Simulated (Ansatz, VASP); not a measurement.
Two plane-wave programs on BeCd3S2

```
Be Cd S
1.0
    -2.86412    2.86412    4.83005
     2.86412   -2.86412    4.83005
     2.86412    2.86412   -4.83005
Be Cd S
1 3 2
Direct
  0.00000 0.00000 0.00000
  0.50000 0.50000 0.00000
  0.50000 0.00000 0.50000
  0.00000 0.50000 0.50000
  0.75000 0.25000 0.50000
  0.25000 0.75000 0.50000
```

Alike in both runs: functional PBE; k mesh 4 × 4 × 4; occupations gaussian, width 0.1 eV; no spin polarisation.

Ansatz relaxed the structure, and its values are those at the end. VASP's run is a single point on that final structure, the one shown.

```csv
,VASP,Ansatz
version,VASP 6.6.1,Ansatz 0.2.0
potentials or method,"VASP PAW PBE potentials, release 64 (Be, Cd_sv_GW, S), cutoff 630 eV","scalar-relativistic, plane waves, PAW"
valence electrons in the cell,74,74
```

```csv
,VASP,Ansatz,Ansatz less VASP
gap on the k mesh at the Fermi level (eV),none,none,-
pressure (GPa),0.1,0.3,+0.13
```

A gap of «none» marks a metal or a gap that the smearing closes. The functional is the same, so the differences come from potentials, cutoffs and numerics.

The k mesh is coarse, so the values compare programs but aren't converged.
